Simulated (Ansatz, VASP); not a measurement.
## Two plane-wave programs on Re

Contents of INCAR:

```
ALGO     = Normal         # electronic algorithm
EDIFF    = 1E-6           # SCF threshold, eV
ENCUT    = 520            # plane-wave cutoff, eV
GGA      = PE             # functional
ISIF     = 2              # what is computed and relaxed
ISMEAR   = -1             # smearing method
LASPH    = True           # aspherical terms in the spheres
LCHARG   = False          # write CHGCAR
LREAL    = False          # projectors in reciprocal space
LWAVE    = False          # write WAVECAR
NBANDS   = 10             # bands
NELM     = 60             # most SCF steps
PREC     = Accurate       # precision mode
SIGMA    = 0.08           # smearing width, eV
```

File KPOINTS:

```
k-points
0
Gamma
  16 16 15
```

The input POSCAR:

```
Re
1.0
    2.2495298194      0.0000000000      0.0000000000
   -1.1247649097      1.9481499702      0.0000000000
    0.0000000000      0.0000000000      2.0506359892
Re
1
Direct
    0.0000000000      0.0000000000      0.0000000000
```

Input for Ansatz:

```yaml
crystal:
  lattice:
    - [2.2495298194, 0.0, 0.0]
    - [-1.1247649097, 1.9481499702, 0.0]
    - [0.0, 0.0, 2.0506359892]
  atoms:
    - { symbol: Re, position: [0.0, 0.0, 0.0] }
kpoints:
  mp_grid: { grid: [16, 16, 15] }
scf:
  occupations: { method: fermi_dirac, width: 0.08 }
hamiltonian:
  xc: pbe
  pseudopotentials: { kind: paw }
output:
  forces: true
  stress: true
  eigenvalues: true
  populations: true
```

Change from the starting cell: volume scaled by 0.55, PAW files.

Alike in both runs: task single point; functional PBE; k mesh 16 × 16 × 15; occupations fermi-dirac, width 0.08 eV; no spin polarisation.

|  | VASP | Ansatz |
| --- | --- | --- |
| version | VASP 6.6.1 | Ansatz 0.2.0 |
| potentials or method | VASP PAW PBE potentials, release 64 (Re) | PAW with Ansatz's default frozen-core files, scalar-relativistic |
| plane-wave cutoff (eV) | 520 | 420 |
| valence electrons in the cell | 7 | 15 |

```csv
,VASP,Ansatz,Ansatz less VASP
pressure (GPa),586.1,606.0,+19.95
"traceless stress, the component that is largest in VASP (GPa)",-51.02,0.00,+51.019
```

Both programs put the cell under a high pressure, so it lies far from rest at this level. VASP's potentials hold 7 valence electrons a cell and Ansatz's 15, so a difference there can come from the potentials and not from the codes.

Spin-orbit coupling is off throughout. Noted on VASP's run: the cell as given lies far from equilibrium.
